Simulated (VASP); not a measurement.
TaN, 4 atoms in the cell. Symmetry: P6_3/mmc, No. 194, hexagonal system. The conventional cell has a = 3.109 Å, b = 3.109 Å, c = 4.918 Å, α = 90.00°, β = 90.00°, γ = 120.00°. Ta (site symmetry -3m) has 6 N at 2.18 Å and 2 Ta at 2.46 Å within 2.9 Å. N (site symmetry -6m2) has 6 Ta at 2.18 Å within 2.9 Å.  This cell differs from its parent crystal: equal xx and yy strain of +2 %.

| Item | Value |
| --- | --- |
| Program | VASP 6.6.1 |
| Task | single point |
| Functional | PBE |
| Potentials or basis | VASP PAW PBE potentials, release 64 (Ta_pv, N) |
| Cutoff | 520 eV |
| k mesh | 9 × 9 × 5 |
| Occupations | fermi-dirac, width 0.01 eV |
| Spin | no spin polarisation |
| Dipole correction | no |
| Further INCAR settings | ALGO = Normal; EDIFF = 1e-06; NBANDS = 24 |

Potentials or basis: VASP PAW PBE potentials, release 64 (Ta_pv, N).

Run with:

```bash
$ cat potpaw_PBE.64/Ta_pv/POTCAR potpaw_PBE.64/N/POTCAR > POTCAR
$ mpirun -np 1 vasp_std > vasp.out
```

Hardware: 1 thread of AMD EPYC 7R13 (shared host).

Estimate the wall time of this run.

It took 46 s on 1 thread of AMD EPYC 7R13, on a shared host, peak memory 0.15 GiB. Counts: scf iterations 13, k points 36.
